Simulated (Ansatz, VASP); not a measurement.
## Al: VASP beside Ansatz

Contents of INCAR:

```
PREC = Accurate
ENCUT = 520
EDIFF = 1E-6
ISMEAR = 0
SIGMA = 0.15
LREAL = F
LASPH = T
NELM = 60
ALGO = Fast
ISIF = 2
LWAVE = F
LCHARG = T
GGA = PE
LELF = T
LVHAR = T
NBANDS = 22
```

KPOINTS

```
Automatic mesh
0
Gamma
  8 8 8
```

The input POSCAR:

```
Al
1.0
    0.0000000000      4.0406222370     -4.0406222370
    4.0406222370      4.0406222370      0.0000000000
    4.0406222370      0.0000000000     -4.0406222370
Al
8
Direct
    0.5103198406     -0.0262131249      0.4928107329
    0.4277611161      0.6834918746      0.5503248699
    0.0103198406     -0.0262131249      0.4928107329
    0.0103198406      0.4737868751      0.4928107329
    0.5103198406     -0.0262131249     -0.0071892671
    0.5103198406      0.4737868751     -0.0071892671
    0.0103198406     -0.0262131249     -0.0071892671
    0.0103198406      0.4737868751     -0.0071892671
```

Input for Ansatz:

```yaml
crystal:
  lattice:
    - [0.0, 4.040622237, -4.040622237]
    - [4.040622237, 4.040622237, 0.0]
    - [4.040622237, 0.0, -4.040622237]
  atoms:
    - { symbol: Al, position: [0.5103198406, -0.0262131249, 0.4928107329] }
    - { symbol: Al, position: [0.4277611161, 0.6834918746, 0.5503248699] }
    - { symbol: Al, position: [0.0103198406, -0.0262131249, 0.4928107329] }
    - { symbol: Al, position: [0.0103198406, 0.4737868751, 0.4928107329] }
    - { symbol: Al, position: [0.5103198406, -0.0262131249, -0.0071892671] }
    - { symbol: Al, position: [0.5103198406, 0.4737868751, -0.0071892671] }
    - { symbol: Al, position: [0.0103198406, -0.0262131249, -0.0071892671] }
    - { symbol: Al, position: [0.0103198406, 0.4737868751, -0.0071892671] }
basis:
  ecutwfc: 420
kpoints:
  mp_grid: { grid: [8, 8, 8] }
hamiltonian:
  xc: pbe
scf:
  occupations: { method: gaussian, width: 0.15 }
output:
  forces: true
  stress: true
  eigenvalues: true
```

Change from the starting cell: atom 2 moved 1.20 Å.

Alike in both runs: task single point; functional PBE; k mesh 8 × 8 × 8; occupations gaussian, width 0.15 eV; no spin polarisation.

```csv
,VASP,Ansatz
version,VASP 6.6.1,Ansatz 0.2.0
potentials or method,"VASP PAW PBE potentials, release 64 (Al), cutoff 520 eV","scalar-relativistic, plane waves, PAW"
valence electrons in the cell,24,24
```

|  | VASP | Ansatz | Ansatz less VASP |
| --- | --- | --- | --- |
| gap on the k mesh at the Fermi level (eV) | none | none | - |
| pressure (GPa) | 15.9 | 16.0 | +0.06 |
| traceless stress, the component that is largest in VASP (GPa) | 13.62 | 13.69 | +0.068 |
| rms of the force components (eV/Å) | 4.867 | 4.885 | +0.0178 |

Atom by atom the forces differ by 0.019 eV/Å (rms over components). A gap of «none» marks a metal or a gap that the smearing closes.
